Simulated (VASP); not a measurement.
Write the native input for VASP 6.6.1 that does the following.

| Item | Value |
| --- | --- |
| Task | relaxation of shape and atoms at fixed volume |
| Functional | PBE |
| Dispersion | D3(BJ) |
| Potentials or basis | VASP PAW PBE potentials, release 64 (P) |
| Cutoff | 600 eV |
| k mesh | 16 × 16 × 16 |
| Occupations | gaussian, width 0.05 eV |
| Spin | no spin polarisation |
| Dipole correction | no |
| Further INCAR settings | ALGO = Normal; EDIFF = 1e-06; IBRION = 2; EDIFFG = -0.01; NSW = 60; ISIF = 4 |

The structure of P lies in POSCAR:

```
P
1.0
    1.6364297725      0.9447931696      2.6731301950
   -1.6364297725      0.9447931696      2.6731301950
    0.0000000000     -1.8895863393      2.6731301950
P
2
Direct
    0.2506406595      0.2506406595      0.2506406595
    0.7493593405      0.7493593405      0.7493593405
```

This isn't the form of P at room conditions, which is orthorhombic.

One way to write it, as run:

INCAR

```
ALGO     = Normal         # electronic algorithm
EDIFF    = 1E-6           # SCF threshold, eV
EDIFFG   = -0.01          # ionic threshold
ENCUT    = 600            # plane-wave cutoff, eV
GGA      = PE             # functional
IBRION   = 2              # ionic algorithm
ISIF     = 4              # what is computed and relaxed
ISMEAR   = 0              # smearing method
IVDW     = 12             # dispersion correction
LASPH    = True           # aspherical terms in the spheres
LCHARG   = False          # write CHGCAR
LREAL    = False          # projectors in reciprocal space
LWAVE    = False          # write WAVECAR
NELM     = 80             # most SCF steps
NSW      = 60             # ionic steps
PREC     = Accurate       # precision mode
SIGMA    = 0.05           # smearing width, eV
```

KPOINTS

```
k-points
0
Gamma
  16 16 16
```

Potentials or basis: VASP PAW PBE potentials, release 64 (P).

Command:

```sh
$ cat potpaw_PBE.64/P/POTCAR > POTCAR
$ mpirun -np 1 vasp_std > vasp.out
```

It gave:

The pressure after relaxing is 19.6 GPa and the largest force after relaxing is 0.010 eV/Å. The band gap on the k mesh is zero (bands 5 and 6 overlap by 3.49 eV). The dispersion energy per atom is -0.570 eV.

Caveat: the relaxation stopped at its first step, so nothing moved.

It took 89 s on 1 thread of AMD EPYC 7R43 64-Core Processor (Zen 3) (shared host), peak memory 0.2 GiB.
